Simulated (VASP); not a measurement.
A run of VASP 6.6.1 is set up as follows.

INCAR

```
SYSTEM = Pd
PREC     = Accurate       ! precision mode
ENCUT    = 520            ! plane-wave cutoff, eV
EDIFF    = 1E-6           ! SCF threshold, eV
ISMEAR   = -1             ! smearing method
SIGMA    = 0.05           ! smearing width, eV
LREAL    = .FALSE.        ! projectors in reciprocal space
LASPH    = .TRUE.         ! aspherical terms in the spheres
NELM     = 150            ! most SCF steps
ALGO     = Normal         ! electronic algorithm
ISIF     = 2              ! what is computed and relaxed
LWAVE    = .FALSE.        ! write WAVECAR
LCHARG   = .TRUE.         ! write CHGCAR
ISPIN    = 2              ! spin polarisation
MAGMOM   = 0.447 0.447    ! initial moments
LORBIT   = 11             ! projections on sites
LMAXMIX  = 4              ! l up to which the mixer works
GGA      = RP             ! functional
LELF     = .TRUE.         ! ELF
LVHAR    = .TRUE.       
NBANDS   = 21             ! bands
```

The input KPOINTS:

```
Automatic mesh
0
G
  10 10 10
  0 0 0
```

Contents of POSCAR:

```
Pd
1.0
    0.0000000000      3.0244192366      3.0244192366
    3.0244192366      0.0000000000      3.0244192366
    3.0244192366      3.0244192366      0.0000000000
Pd
2
Direct
    0.1250000000      0.1250000000      0.1250000000
    0.8750000000      0.8750000000      0.8750000000
```

Potentials or basis: VASP PAW PBE potentials, release 64 (Pd).

Command:

```console
$ cat potpaw_PBE.64/Pd/POTCAR > POTCAR
$ mpirun -np 1 vasp_std > vasp.out
```

Problem. What does it give for the site moments?

Solution. Pd +0.44 μB.

Problem. Predict the net moment.

Solution. 0.89 μB per cell.
